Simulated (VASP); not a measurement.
**Tl: single point with PBE**

The system is Tl.

```
Tl
1.0
    -1.92469    1.92469    1.92469
     1.92469   -1.92469    1.92469
     1.92469    1.92469   -1.92469
Tl
1
Direct
  0.00000 0.00000 0.00000
```

This isn't the form of Tl at room conditions, which is hcp.

```json
{
  "Program": "VASP 6.6.1",
  "Task": "single point",
  "Functional": "PBE",
  "Potentials or basis": "VASP PAW PBE potentials, release 64 (Tl_d)",
  "Cutoff": "520 eV",
  "k mesh": "13 × 13 × 13",
  "Occupations": "fermi-dirac, width 0.05 eV",
  "Spin": "no spin polarisation",
  "Dipole correction": "no",
  "Further INCAR settings": "ALGO = Normal; EDIFF = 1e-07; NBANDS = 12"
}
```

| Item | Value |
| --- | --- |
| Pressure | 3.2 GPa |
| Band gap on the k mesh | zero (an odd number of electrons rules out a gap without spin polarisation) |

Levels at points of the mesh, in eV from the Fermi level:
```csv
k point,band 3,band 4,band 5,band 6,band 7,band 8,band 9,band 10
"(0.00, 0.00, 0.00)",-11.66,-11.23,-11.23,-10.04,10.90,10.90,10.90,12.37
```

It took 39 s on 1 thread of Intel Xeon 8259CL (shared host), peak memory 0.17 GiB.

Caveat: the cell stands under pressure; spin-orbit coupling is left out, which moves the levels of the heavy elements.
